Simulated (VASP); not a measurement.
Crystal: HfSiO4.

```
Hf Si O
1.0
    -1.80358    1.80358    4.58462
     1.80358   -1.80358    4.58462
     1.80358    1.80358   -4.58462
Hf Si O
1 1 4
Direct
  0.00000 0.00000 0.00000
  0.75000 0.25000 0.50000
  0.95715 0.45715 0.50000
  0.20715 0.20715 0.00000
  0.54285 0.04285 0.50000
  0.79285 0.79285 0.00000
```

* Program: VASP 6.6.1
* Task: relaxation of cell and atoms
* Functional: PBE
* Potentials or basis: VASP PAW PBE potentials, release 64 (Hf_pv, Si, O)
* Cutoff: 600 eV
* k mesh: 10 × 10 × 10
* Occupations: fermi-dirac, width 0.02 eV
* Spin: no spin polarisation

At the start: pressure 58.7 GPa; volume 9.94 Å³/atom.

Question: Where does the relaxation end?

Answer: Over 19 steps the energy falls by 598.9 meV/atom and the volume is 11.50 Å³/atom (+15.7 %); space group I-4m2 (No. 119, to 0.05 Å).

The path:
| step | energy change (eV) | largest force (eV/Å) | pressure (GPa) | volume (Å³) |
| --- | --- | --- | --- | --- |
| 1 | 0.0000 | 6.7094 | 58.66 | 59.65 |
| 2 | 1.7427 | 2.5667 | -38.32 | 96.92 |
| 3 | -3.0286 | 2.4517 | -11.17 | 72.80 |
| 4 | -3.0739 | 2.6355 | -7.45 | 71.46 |
| 5 | -3.0796 | 2.7465 | -5.04 | 70.69 |
| 6 | -3.5215 | 0.1427 | 0.57 | 69.01 |
| 7 | -3.5225 | 0.2697 | 0.18 | 69.08 |
| 8 | -3.5633 | 0.2263 | -0.56 | 69.05 |
| 9 | -3.5718 | 0.4413 | -0.95 | 69.02 |
| 10 | -3.5860 | 0.1996 | 1.41 | 68.34 |
| 11 | -3.5861 | 0.1698 | 1.75 | 68.26 |
| 12 | -3.5926 | 0.1188 | -0.31 | 69.07 |
| 13 | -3.5928 | 0.1073 | -0.01 | 68.95 |
| 14 | -3.5933 | 0.0701 | 0.12 | 69.01 |
| 15 | -3.5936 | 0.0042 | 0.08 | 68.99 |
| 16 | -3.5936 | 0.0063 | 0.09 | 68.99 |
| 17 | -3.5936 | 0.0043 | -0.09 | 69.04 |
| 18 | -3.5936 | 0.0057 | -0.01 | 69.02 |
| 19 | -3.5936 | 0.0025 | 0.00 | 69.01 |

Final structure:
```yaml
crystal:
  lattice:
    - [-1.87327, 1.87327, 4.91668]
    - [1.87327, -1.87327, 4.91668]
    - [1.87327, 1.87327, -4.91668]
  atoms:
    - { symbol: Hf, position: [0.00000, 0.00000, 0.00000] }
    - { symbol: Si, position: [0.75000, 0.25000, 0.50000] }
    - { symbol: O, position: [0.92848, 0.42848, 0.50000] }
    - { symbol: O, position: [0.22002, 0.22002, 0.00000] }
    - { symbol: O, position: [0.57152, 0.07152, 0.50000] }
    - { symbol: O, position: [0.77998, 0.77998, 0.00000] }
```

Caveat: the volume moved by over 15 % at a fixed basis, so the end points are rough.
